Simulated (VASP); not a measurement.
# Rh: single point with LDA

Rh:

```
Rh
1.0
     2.36509    0.00000    0.00000
    -1.18255    2.38559    0.00000
     0.00000    0.00000    9.30216
Rh
4
Direct
  0.00000 0.00000 0.00000
  0.33333 0.66667 0.25000
  0.00000 0.00000 0.50000
  0.66667 0.33333 0.75000
```

This cell differs from its parent crystal: strain +e along x and -e along y -0.0733, strain +e along z and -e/2 along x and y +0.0733.

| Quantity | Value |
| --- | --- |
| Program | VASP 6.6.1 |
| Task | single point |
| Functional | LDA |
| Potentials or basis | VASP PAW LDA potentials, release 64 (Rh_pv) |
| Cutoff | 520 eV |
| k mesh | 18 × 18 × 6 |
| Occupations | gaussian, width 0.15 eV |
| Spin | no spin polarisation |

The pressure is 17.0 GPa. The largest force is 0.229 eV/Å and the band gap on the k mesh is zero (band 30 reaches 13.77 eV, above the bottom of band 31 at 11.34 eV).

Forces in eV/Å, atoms in the order of the input:
```
Rh   0.000  0.000  0.000
Rh   0.000 -0.229  0.000
Rh   0.000  0.000  0.000
Rh   0.000  0.229  0.000
```

Stress tensor (GPa, compression positive):
```
 74.33   0.00   0.00
  0.00  -5.27   0.00
  0.00   0.00 -18.14
```

Levels at points of the mesh, in eV from the Fermi level:
| k point | band 28 | band 29 | band 30 | band 31 | band 32 | band 33 |
| --- | --- | --- | --- | --- | --- | --- |
| (0.00, 0.00, 0.00) | -1.39 | -0.80 | -0.55 | -0.42 | -0.37 | 0.06 |
| (0.50, 0.00, 0.00) | 0.45 | 1.12 | 1.15 | 1.50 | 1.73 | 2.29 |
| (0.00, 0.50, 0.00) | 0.82 | 0.92 | 1.08 | 1.14 | 1.18 | 1.23 |
| (0.00, 0.00, 0.50) | -1.54 | -1.16 | -1.16 | -0.23 | -0.23 | -0.12 |
| (0.50, 0.00, 0.50) | -0.36 | 1.16 | 1.16 | 1.28 | 1.28 | 3.82 |
| (0.00, 0.50, 0.50) | 0.51 | 1.09 | 1.09 | 1.21 | 1.21 | 2.46 |

Run time: 22 min on 1 thread of AMD EPYC 9755 128-Core Processor, with other jobs on the host, peak memory 0.5 GiB.

Caveat: the cell differs from its parent crystal (strain +e along x and -e along y -0.0733, strain +e along z and -e/2 along x and y +0.0733).
